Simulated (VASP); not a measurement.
# Nb: single point with PBE

Nb, a slab with vacuum:

```
Nb
1.0
     2.88205    0.00000    0.00000
    -0.96068    2.71722    0.00000
     0.00000    0.00000   24.41272
Nb
5
Cartesian
  0.9607 1.3586 7.5000
  0.0000 0.0000 9.8532
  0.9607 1.3586 12.2064
  0.0000 0.0000 14.5595
  0.9607 1.3586 16.9127
```

```yaml
Program: VASP 6.6.1
Task: single point
Functional: PBE
Potentials_or_basis: VASP PAW PBE potentials, release 64 (Nb_sv)
Cutoff: 520 eV
k_mesh: 16 × 16 × 1
Occupations: fermi-dirac, width 0.1 eV
Spin: no spin polarisation
Dipole_correction: yes
Further_INCAR_settings: ALGO = Normal; EDIFF = 1e-06; NBANDS = 40
```

- Largest force: 0.530 eV/Å
- Band gap on the k mesh: zero (an odd number of electrons rules out a gap without spin polarisation)

Forces on the atoms (eV/Å):
```
Nb   0.000  0.000  0.530
Nb   0.000  0.000 -0.367
Nb   0.000  0.000  0.000
Nb   0.000  0.000  0.367
Nb   0.000  0.000 -0.530
```

Levels at points of the mesh, in eV from the Fermi level:
| k point | band 29 | band 30 | band 31 | band 32 | band 33 | band 34 | band 35 | band 36 |
| --- | --- | --- | --- | --- | --- | --- | --- | --- |
| (0.00, 0.00, 0.00) | -0.44 | -0.33 | -0.30 | 0.10 | 0.16 | 0.26 | 0.60 | 0.77 |
| (0.50, 0.00, 0.00) | -1.44 | -1.40 | -0.14 | 0.25 | 0.87 | 1.41 | 2.12 | 2.77 |
| (0.50, 0.50, 0.00) | -1.33 | -0.50 | -0.11 | 0.86 | 1.72 | 1.75 | 1.83 | 2.61 |

Wall time 11 min on 1 thread of Intel(R) Xeon(R) Platinum 8488C (Sapphire Rapids), on a shared host, peak memory 0.57 GiB.
